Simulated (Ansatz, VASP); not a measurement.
# One calculation of W, two programs

```xyz
1
Lattice="-1.5803 1.5803 1.5923 1.5803 -1.5803 1.5923 1.6042 1.6042 -1.5923" Properties=species:S:1:pos:R:3 pbc="T T T"
W     0.0000    0.0000    0.0000
```

Change from the starting cell: xy shear strain of +1.5 %.

Alike in both runs: task single point; functional PBE; k mesh 14 × 14 × 14; occupations fermi-dirac, width 0.08 eV; no spin polarisation.

```csv
,VASP,Ansatz
version,VASP 6.6.1,Ansatz 0.2.0
potentials or method,"VASP PAW PBE potentials, release 64 (W_sv), cutoff 520 eV","all-electron LAPW, scalar-relativistic"
```

VASP gave:

```
pressure (GPa)                                                : 0.5
traceless stress, the component that is largest in VASP (GPa) : -2.17
```

Task: Which values does Ansatz return?

Result: Pressure (GPa): 0.1; traceless stress, the component that is largest in VASP (GPa): -2.14.

Ansatz ran all-electron here, and VASP with PAW potentials.

Neither program's run includes spin-orbit coupling.
